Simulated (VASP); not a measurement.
GaN, 2 atoms in the cell. It takes space group F-43m (No. 216, cubic). The conventional cell has a = 4.597 Å, b = 4.597 Å, c = 4.597 Å, α = 90.00°, β = 90.00°, γ = 90.00°. Within 2.6 Å of Ga (site symmetry -43m) lie 4 N at 1.99 Å. Within 2.6 Å of N (site symmetry -43m) lie 4 Ga at 1.99 Å. 

```yaml
Program: VASP 6.6.1
Task: single point
Functional: BLYP
Potentials_or_basis: VASP PAW PBE potentials, release 64 (Ga_d, N)
Cutoff: 520 eV
k_mesh: 10 × 10 × 10
Occupations: fermi-dirac, width 0.05 eV
Spin: no spin polarisation
Dipole_correction: no
Further_INCAR_settings: ALGO = Normal; EDIFF = 1e-06; NBANDS = 16
```

Potentials or basis: VASP PAW PBE potentials, release 64 (Ga_d, N).

Run with:

```sh
$ cat potpaw_PBE.64/Ga_d/POTCAR potpaw_PBE.64/N/POTCAR > POTCAR
$ mpirun -np 1 vasp_std > vasp.out
```

Hardware: 1 thread of Intel Xeon 8259CL, on a shared host.

How long does it take, and how much memory?

Wall time 34 s on 1 thread of Intel Xeon 8259CL, with other jobs on the host, peak memory 0.15 GiB. Counts: scf iterations 13, k points 47.
